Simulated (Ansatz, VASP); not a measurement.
One calculation of NaF, two programs

The input INCAR:

```
SYSTEM = NaF
  ALGO = Normal
  EDIFF = 1E-6
  ENCUT = 520
  GGA = PE
  ISIF = 2
  ISMEAR = 0
  LASPH = .TRUE.
  LCHARG = .TRUE.
  LELF = .TRUE.
  LREAL = .FALSE.
  LVHAR = .TRUE.
  LWAVE = .FALSE.
  NBANDS = 14
  NELM = 100
  PREC = Accurate
  SIGMA = 0.05
```

Contents of KPOINTS:

```
k-points
0
G
  8 8 8
  0 0 0
```

POSCAR

```
NaF
1.0
    0.0000000000      2.3233000000      2.3233000000
    2.3233000000      0.0000000000      2.3233000000
    2.3233000000      2.3233000000      0.0000000000
Na F
1 1
Direct
    0.0000000000      0.0000000000      0.0000000000
    0.4569577756      0.4569577756      0.5430422244
```

Input for Ansatz:

```yaml
crystal:
  lattice:
    - [0.0, 2.3233, 2.3233]
    - [2.3233, 0.0, 2.3233]
    - [2.3233, 2.3233, 0.0]
  atoms:
    - { symbol: Na, position: [0.0, 0.0, 0.0] }
    - { symbol: F, position: [0.4569577756, 0.4569577756, 0.5430422244] }
basis:
  ecutwfc: 420
kpoints:
  mp_grid: { grid: [8, 8, 8] }
hamiltonian:
  xc: pbe
scf:
  occupations: { method: gaussian, width: 0.05 }
output:
  forces: true
  stress: true
  eigenvalues: true
```

Change from the starting cell: all F atoms moved -0.200 Å, as atom 2 along Cartesian [0 0 1].

Alike in both runs: task single point; functional PBE; k mesh 8 × 8 × 8; occupations gaussian, width 0.05 eV; no spin polarisation.

|  | VASP | Ansatz |
| --- | --- | --- |
| version | VASP 6.6.1 | Ansatz 0.2.0 |
| potentials or method | VASP PAW PBE potentials, release 64 (Na_pv, F), cutoff 520 eV | scalar-relativistic, plane waves, PAW |
| valence electrons in the cell | 14 | 16 |

VASP gave:

```
gap on the k mesh at the Fermi level (eV)                     : 6.26
least direct gap on the mesh (eV)                             : 6.26
pressure (GPa)                                                : 2.9
traceless stress, the component that is largest in VASP (GPa) : 3.21
rms of the force components (eV/Å)                            : 0.340
```

Q: What did Ansatz give for the same quantities?

A: gap on the k mesh at the Fermi level (eV): 6.28; least direct gap on the mesh (eV): 6.28; pressure (GPa): 2.9; traceless stress, the component that is largest in VASP (GPa): 3.08; rms of the force components (eV/Å): 0.328.

Atom by atom the forces differ by 0.012 eV/Å (rms over components). VASP's potentials hold 14 valence electrons a cell and Ansatz's 16, so a difference there can come from the potentials and not from the codes.
